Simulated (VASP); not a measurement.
A run of VASP 6.6.1 is set up as follows.

INCAR

```
PREC = Accurate
ENCUT = 750
EDIFF = 1E-6
ISMEAR = -1
SIGMA = 0.05
LREAL = False
LASPH = True
NELM = 120
ALGO = Normal
ISIF = 2
LWAVE = False
LCHARG = False
GGA = PE
NBANDS = 12
GGA_COMPAT = False
```

KPOINTS

```
regular mesh
0
Gamma
  13 13 13
```

The input POSCAR:

```
LiBr
1.0
    0.0000000000      2.6597224394      2.6597224394
    2.6597224394      0.0000000000      2.6597224394
    2.6597224394      2.6597224394      0.0000000000
Li Br
1 1
Direct
    0.0000000000      0.0000000000      0.0000000000
    0.5000000000      0.5000000000      0.5000000000
```

Potentials or basis: VASP PAW PBE potentials, release 64 (Li_sv, Br).

Run with:

```bash
$ cat potpaw_PBE.64/Li_sv/POTCAR potpaw_PBE.64/Br/POTCAR > POTCAR
$ mpirun -np 1 vasp_std > vasp.out
```

(1) What does it give for the pressure?

(2) Predict the band gap on the k mesh.

Results:

(1) 3.4 GPa.

(2) 5.41 eV, indirect (least direct gap 5.42 eV).
